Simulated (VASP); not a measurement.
# Hg (Im-3m) in VASP: notebook, part 2 of 2

VASP 6.6.1. The steps go on from the part before.

## 4. Single point, PBE (volume scaled by 0.55)

INCAR

```
SYSTEM = Hg
ALGO = Normal
EDIFF = 1E-6
ENCUT = 500
GGA = PE
GGA_COMPAT = .False.
ISIF = 2
ISMEAR = -1
LASPH = .True.
LCHARG = .False.
LREAL = .False.
LWAVE = .False.
NBANDS = 12
NELM = 120
PREC = Accurate
SIGMA = 0.1
```

KPOINTS

```
k-points
0
Gamma
  14 14 14
  0 0 0
```

POSCAR

```
Hg
1.0
   -1.5876653102      1.5876653102      1.5876653102
    1.5876653102     -1.5876653102      1.5876653102
    1.5876653102      1.5876653102     -1.5876653102
Hg
1
Direct
    0.0000000000      0.0000000000      0.0000000000
```

Potentials or basis: VASP PAW PBE potentials, release 64 (Hg).

The run is started by

```bash
cat potpaw_PBE.64/Hg/POTCAR > POTCAR
mpirun -np 1 vasp_std > vasp.out
```

OUTCAR:

```text
SYSTEM = Hg
   EDIFF = 1E-6
   ENCUT = 500
   GGA = PE
   ISIF = 2
   ISMEAR = -1
   LASPH = .True.
   LREAL = .False.
   NELM = 120
   PREC = Accurate

 ion  position               nearest neighbor table
   1  0.000  0.000  0.000-

  LATTYP: Found a body centered cubic cell.
 ALAT       =     3.1753306204

  Lattice vectors:

 A1 = (  -1.5876653102,   1.5876653102,   1.5876653102)
 A2 = (   1.5876653102,  -1.5876653102,   1.5876653102)
 A3 = (   1.5876653102,   1.5876653102,  -1.5876653102)

Analysis of symmetry for initial positions (statically):
=====================================================================
 Subroutine PRICEL returns:
 Original cell was already a primitive cell.

 Routine SETGRP: Setting up the symmetry group for a
 body centered cubic supercell.

 Subroutine GETGRP returns: Found 48 space group operations
 (whereof 48 operations were pure point group operations)
 out of a pool of 48 trial point group operations.

The static configuration has the point symmetry O_h .

Analysis of symmetry for dynamics (positions and initial velocities):
=====================================================================
 Subroutine PRICEL returns:
 Original cell was already a primitive cell.

 Routine SETGRP: Setting up the symmetry group for a
 body centered cubic supercell.

 Subroutine GETGRP returns: Found 48 space group operations
 (whereof 48 operations were pure point group operations)
 out of a pool of 48 trial point group operations.

The dynamic configuration has the point symmetry O_h .

 Subroutine INISYM returns: Found 48 space group operations
 (whereof 48 operations are pure point group operations),
 and found     1 'primitive' translations

----------------------------------------------------------------------------------------

                                     Primitive cell

  volume of cell :      16.0080

  direct lattice vectors                    reciprocal lattice vectors
    -1.587665310  1.587665310  1.587665310     0.000000000  0.314927836  0.314927836
     1.587665310 -1.587665310  1.587665310     0.314927836  0.000000000  0.314927836
     1.587665310  1.587665310 -1.587665310     0.314927836  0.314927836  0.000000000

  length of vectors
     2.749916983  2.749916983  2.749916983     0.445375216  0.445375216  0.445375216

  position of ions in fractional coordinates (direct lattice)
     0.000000000  0.000000000  0.000000000

  ion indices of the primitive-cell ions
   primitive index   ion index
                 1           1

----------------------------------------------------------------------------------------

 KPOINTS: k-points

Automatic generation of k-mesh.
 Grid dimensions read from file:
 generate k-points for:   14   14   14

 Generating k-lattice:

  Cartesian coordinates                     Fractional coordinates (reciprocal lattice)
     0.000000000  0.022494845  0.022494845     0.071428571  0.000000000  0.000000000
     0.022494845  0.000000000  0.022494845     0.000000000  0.071428571  0.000000000
     0.022494845  0.022494845  0.000000000     0.000000000  0.000000000  0.071428571

  Length of vectors
     0.031812515  0.031812515  0.031812515

  Shift w.r.t. Gamma in fractional coordinates (k-lattice)
     0.000000000  0.000000000  0.000000000

 Subroutine IBZKPT returns following result:
 ===========================================

 Found    104 irreducible k-points:

 Following reciprocal coordinates:
            Coordinates               Weight
  0.000000  0.000000  0.000000      1.000000
  0.071429  0.000000  0.000000     12.000000
  0.142857  0.000000  0.000000     12.000000
  0.214286  0.000000  0.000000     12.000000
  0.285714  0.000000  0.000000     12.000000
  0.357143  0.000000  0.000000     12.000000
[... 16 lines left out ...]
  0.285714  0.285714  0.000000     24.000000
  0.357143  0.285714  0.000000     24.000000
 [... further k-points ...]
   k-points           NKPTS =    104   k-points in BZ     NKDIM =    104   number of bands    NBANDS=     12
   number of dos      NEDOS =    301   number of ions     NIONS =      1
   total plane-waves  NPLWV =   8000
   dimension x,y,z NGX =    20 NGY =   20 NGZ =   20
   dimension x,y,z NGXF=    40 NGYF=   40 NGZF=   40
   ions per type =               1
   NGX,Y,Z   is equivalent  to a cutoff of  12.09, 12.09, 12.09 a.u.
   NGXF,Y,Z  is equivalent  to a cutoff of  24.18, 24.18, 24.18 a.u.
 SYSTEM =  Hg
   PREC   = accura    normal or accurate (medium, high low for compatibility)
   ISTART =      0    job   : 0-new  1-cont  2-samecut
   ICHARG =      2    charge: 1-file 2-atom 10-const
   ISPIN  =      1    spin polarized calculation?
   LNONCOLLINEAR =      F non collinear calculations
   LSORBIT =      F    spin-orbit coupling
   LASPH  =      T    aspherical Exc in radial PAW
   ENCUT  =  500.0 eV  36.75 Ry    6.06 a.u.   5.01  5.01  5.01*2*pi/ulx,y,z
   NELM   =    120;   NELMIN=  2; NELMDL= -5     # of ELM steps
   EDIFF  = 0.1E-05   stopping-criterion for ELM
   LREAL  =      F    real-space projection
   EDIFFG = 0.1E-04   stopping-criterion for IOM
   NSW    =      0    number of steps for IOM
   IBRION =     -1    ionic relax: 0-MD 1-quasi-New 2-CG
   NFREE  =      0    steps in history (QN), initial steepest desc. (CG)
   ISIF   =      2    stress and relaxation
   ISYM   =      2    0-nonsym 1-usesym 2-fastsym
   POTIM  = 0.5000    time-step for ionic-motion
   TEBEG  =    0.0;   TEEND  =   0.0 temperature during run
   PSTRESS=    0.0 pullay stress
   NELECT =      12.0000    total number of electrons
   NUPDOWN=      -1.0000    fix difference up-down
   EMIN   =  10.00;   EMAX   =-10.00  energy-range for DOS
   EFERMI =   0.00;   METHOD = LEGACY
   ISMEAR =    -1;   SIGMA  =   0.10  broadening in eV -4-tet -1-fermi 0-gaus
   EFERMI_NEDOS =   21; number of points for ismear=-14 and -15
   IALGO  =     38    algorithm
   IMIX   =      4    mixing-type and parameters
     AMIX     =   0.40;   BMIX     =  1.00
     AMIX_MAG =   1.60;   BMIX_MAG =  1.00
  volume/ion in A,a.u.               =      16.01       108.03
  Fermi-wavevector in a.u.,A,eV,Ry     =   1.487155  2.810316 30.091061  2.211631
  Thomas-Fermi vector in A             =   2.600351
   LORBIT       =      0    0 simple, 1 ext, 2 COOP (PROOUT), +10 PAW based schemes
   GGA     = PE    functional components
   LHFCALC =     F    Hartree Fock is set to
   AEXX    =    0.0000 exact exchange contribution
   IVDW    =     0    specifies the selected vdW correction
   LEPSILON=     F    determine dielectric tensor
   LRPA    =     F    only Hartree local field effects (RPA)
 non-spin polarized calculation
  energy-cutoff  :      500.00
  volume of cell :       16.01
 maximum number of plane-waves:       420
   NGX =  9   NGY =  9   NGZ =  9

 number of electron      11.9999996 magnetization

 Free energy of the ion-electron system (eV)
  ---------------------------------------------------
  ext. energy  EPLUGINS =         0.00000000
  ---------------------------------------------------
  free energy    TOTEN  =         1.15533326 eV

  energy without entropy =        1.16734647  energy(sigma->0) =        1.16133987

 E-fermi :   7.3348     XC(G=0): -13.1226

 val. band max:        7.3290596484   @ k =  -0.4286  -0.4286   0.1429
 cond. band min:       7.3663449937   @ k =   0.3571   0.2143   0.0714
 fundamental gap:      0.0372853453
 Fermi energy:         7.3347667522

 k-point     1 :       0.0000    0.0000    0.0000
  band No.  band energies     occupation
      1      -6.2267      2.00000
      2      -2.2400      2.00000
      3      -2.2400      2.00000
      4      -2.2400      2.00000
      5      -0.4064      2.00000
      6      -0.4064      2.00000
      7      22.8639      0.00000
      8      22.8639      0.00000
      9      22.8639      0.00000
     10      29.4697      0.00000
     11      29.4697      0.00000
     12      29.4697      0.00000

 k-point     2 :       0.0714    0.0000    0.0000
  band No.  band energies     occupation
      1      -6.0324      2.00000
      2      -2.2940      2.00000
      3      -2.2292      2.00000
      4      -2.1100      2.00000
      5      -0.4687      2.00000
      6      -0.4025      2.00000
      7      22.6049      0.00000
      8      22.8474      0.00000
      9      23.0599      0.00000
     10      27.5690      0.00000
     11      27.6560      0.00000
     12      28.6092      0.00000
[... 316 lines left out ...]
 k-point    24 :       0.3571    0.2857    0.0000
  band No.  band energies     occupation
      1      -3.4296      2.00000
      2      -2.4351      2.00000
      3      -1.8756      2.00000
      4      -0.3529      2.00000
      5      -0.1007      2.00000
      6       7.1044      1.81832
      7       8.1409      0.00063
      8      10.6366      0.00000
      9      19.1227      0.00000
     10      26.6497      0.00000
     11      27.5573      0.00000
     12      33.8175      0.00000

 [... further k-points ...]
[... 5 lines left out ...]
  --------------------------------------------------------------------------------------
  -------------------------------------------------------------------------------------
  Total        7.0487138      7.0487138      7.0487138      0.0000000      0.0000000     -0.0000000
  in kB      705.4782031    705.4782031    705.4782031      0.0000000      0.0000000     -0.0000000
  external PRESSURE =     705.4782031 kB  Pullay stress =       0.0000000 kB

 VOLUME and BASIS-vectors are now :
 -----------------------------------------------------------------------------
  energy-cutoff  :      500.00
  volume of cell :       16.01
      direct lattice vectors                 reciprocal lattice vectors
    -1.587665310  1.587665310  1.587665310     0.000000000  0.314927836  0.314927836
     1.587665310 -1.587665310  1.587665310     0.314927836  0.000000000  0.314927836
     1.587665310  1.587665310 -1.587665310     0.314927836  0.314927836  0.000000000

 POSITION                                       TOTAL-FORCE (eV/Angst)
 -----------------------------------------------------------------------------------
      0.00000      0.00000      0.00000        -0.000000      0.000000     -0.000000
 -----------------------------------------------------------------------------------
    total drift:                                0.000000     -0.000000      0.000000

  FREE ENERGIE OF THE ION-ELECTRON SYSTEM (eV)
  ---------------------------------------------------
  free  energy   TOTEN  =         1.1553332647 eV

  energy  without entropy=        1.1673464739  energy(sigma->0) =        1.16133987
```

OSZICAR:

```text
N       E                     dE             d eps       ncg     rms          rms(c)
DAV:   1     0.728490885538E+02    0.72849E+02   -0.68051E+03  2704   0.990E+02
DAV:   2     0.216650997445E+01   -0.70683E+02   -0.66152E+02  2748   0.239E+02
DAV:   3     0.108736605938E+01   -0.10791E+01   -0.10785E+01  2900   0.320E+01
DAV:   4     0.108636682306E+01   -0.99924E-03   -0.99922E-03  2768   0.989E-01
DAV:   5     0.108636591897E+01   -0.90409E-06   -0.90411E-06  2816   0.288E-02    0.133E+01
DAV:   6     0.114060600003E+01    0.54240E-01   -0.79580E-02  2884   0.349E+00    0.836E+00
DAV:   7     0.115422327788E+01    0.13617E-01   -0.32931E-02  2820   0.209E+00    0.100E+00
DAV:   8     0.115534756955E+01    0.11243E-02   -0.49456E-03  2752   0.956E-01    0.751E-02
DAV:   9     0.115533924976E+01   -0.83198E-05   -0.14382E-05  2708   0.437E-02    0.951E-03
DAV:  10     0.115533336525E+01   -0.58845E-05   -0.37242E-06  2768   0.210E-02    0.184E-03
DAV:  11     0.115533326470E+01   -0.10055E-06   -0.56093E-08  1376   0.223E-03
   1 F= 0.11553333E+01 E0= 0.11613399E+01  d E =-.120132E-01
```

stdout:

```text
POSCAR found type information on POSCAR Hg
 POSCAR found :  1 types and       1 ions
 scaLAPACK will be used
 LDA part: xc-table for (Slater+PW92), standard interpolation
 POSCAR, INCAR and KPOINTS ok, starting setup
 FFT: planning ... GRIDC
 FFT: planning ... GRID_SOFT
 FFT: planning ... GRID
 WAVECAR not read
 entering main loop
```

Run time: 10 s. Hardware: 1 thread of Intel Xeon Platinum 8488C (Sapphire Rapids), shared host; peak memory 0.13 GiB.

Results:

```
Free energy            : 1.1553 eV
Pressure               : 70.5 GPa
Band gap on the k mesh : zero (band 6 reaches 10.76 eV, above the bottom of band 7 at 6.87 eV)
```

Levels at points of the mesh, in eV from the Fermi level:
```tsv
k point	band 3	band 4	band 5	band 6	band 7	band 8	band 9	band 10
(0.00, 0.00, 0.00)	-9.57	-9.57	-7.74	-7.74	15.53	15.53	15.53	22.13
(0.50, 0.00, 0.00)	-7.87	-7.58	-6.30	-3.91	-0.41	10.47	11.55	19.05
(0.50, 0.50, 0.50)	-6.66	-6.66	-6.66	3.42	3.42	3.42	6.47	12.65
```

Caveat: spin-orbit coupling is left out, which moves the levels of the heavy elements.

## 5. Single point, PBE (volume scaled by 0.55)

INCAR

```
PREC     = Accurate       # precision mode
ENCUT    = 500            # plane-wave cutoff, eV
EDIFF    = 1E-6           # SCF threshold, eV
ISMEAR   = -1             # smearing method
SIGMA    = 0.1            # smearing width, eV
LREAL    = F              # projectors in reciprocal space
LASPH    = T              # aspherical terms in the spheres
NELM     = 120            # most SCF steps
ALGO     = Normal         # electronic algorithm
ISIF     = 2              # what is computed and relaxed
LWAVE    = F              # write WAVECAR
LCHARG   = F              # write CHGCAR
GGA      = PE             # functional
NBANDS   = 12             # bands
GGA_COMPAT= F
```

KPOINTS

```
regular mesh
0
Gamma
  14 14 14
```

POSCAR is that of step 4.

The run is started by

```bash
cat potpaw_PBE.64/Hg/POTCAR > POTCAR
mpirun -np 1 vasp_std > vasp.out
```

Wall time 9.1 s (1 thread of Intel Xeon Platinum 8488C (Sapphire Rapids), shared host); peak memory 0.13 GiB.

It converged, with:

```yaml
Free_energy: 1.1553 eV
Pressure: 70.5 GPa
Band_gap_on_the_k_mesh: zero (band 6 reaches 10.76 eV, above the bottom of band 7 at 6.87 eV)
```

Levels at points of the mesh, in eV from the Fermi level:
| k point | band 4 | band 5 | band 6 | band 7 | band 8 | band 9 |
| --- | --- | --- | --- | --- | --- | --- |
| (0.00, 0.00, 0.00) | -9.57 | -7.74 | -7.74 | 15.53 | 15.53 | 15.53 |
| (0.50, 0.00, 0.00) | -7.58 | -6.30 | -3.91 | -0.41 | 10.47 | 11.55 |
| (0.50, 0.50, 0.50) | -6.66 | -6.66 | 3.42 | 3.42 | 3.42 | 6.47 |

Caveat: spin-orbit coupling is left out, which moves the levels of the heavy elements.

## 6. Single point, PBE (volume scaled by 0.65)

INCAR

```
SYSTEM = Hg
ALGO = Normal
EDIFF = 1E-6
ENCUT = 500
GGA = PE
GGA_COMPAT = .False.
ISIF = 2
ISMEAR = -1
LASPH = .True.
LCHARG = .False.
LREAL = .False.
LWAVE = .False.
NBANDS = 12
NELM = 120
PREC = Accurate
SIGMA = 0.1
```

KPOINTS

```
k-points
0
Gamma
  14 14 14
  0 0 0
```

POSCAR

```
Hg
1.0
   -1.6785818057      1.6785818057      1.6785818057
    1.6785818057     -1.6785818057      1.6785818057
    1.6785818057      1.6785818057     -1.6785818057
Hg
1
Direct
    0.0000000000      0.0000000000      0.0000000000
```

Potentials or basis: VASP PAW PBE potentials, release 64 (Hg).

The run is started by

```bash
cat potpaw_PBE.64/Hg/POTCAR > POTCAR
mpirun -np 1 vasp_std > vasp.out
```

Wall time 11 s (1 thread of Intel Xeon Platinum 8488C (Sapphire Rapids), shared host); peak memory 0.15 GiB.

It converged, with:

```yaml
Free_energy: 0.3159 eV
Pressure: 28.0 GPa
Band_gap_on_the_k_mesh: zero (band 6 reaches 8.75 eV, above the bottom of band 7 at 4.26 eV)
```

Levels at points of the mesh, in eV from the Fermi level:
```tsv
k point	band 4	band 5	band 6	band 7	band 8	band 9
(0.00, 0.00, 0.00)	-8.25	-6.89	-6.89	15.60	15.60	15.60
(0.50, 0.00, 0.00)	-6.79	-5.86	-2.61	-0.74	10.57	10.72
(0.50, 0.50, 0.50)	-6.11	-6.11	3.75	3.75	3.75	5.03
```

Caveat: spin-orbit coupling is left out, which moves the levels of the heavy elements.

## 7. The runs side by side

| cell | gap on the mesh (eV) | pressure (GPa) |
| --- | --- | --- |
| a = 2.473 Å, angles 109.5°, 1 atom | none | 307.8 |
| a = 2.750 Å, angles 109.5°, 1 atom | none | 70.5 |
| a = 2.907 Å, angles 109.5°, 1 atom | none | 28.0 |

Alike in all rows: task single point; level PBE; potentials or basis VASP PAW PBE potentials, release 64 (Hg); no spin polarisation; k mesh 14 × 14 × 14; cutoff (eV) 500; smearing fermi-dirac 0.1 eV.

Caveats: spin-orbit coupling is left out, which moves the levels of the heavy elements.

Absolute energies hang on the potentials; compare differences alone.
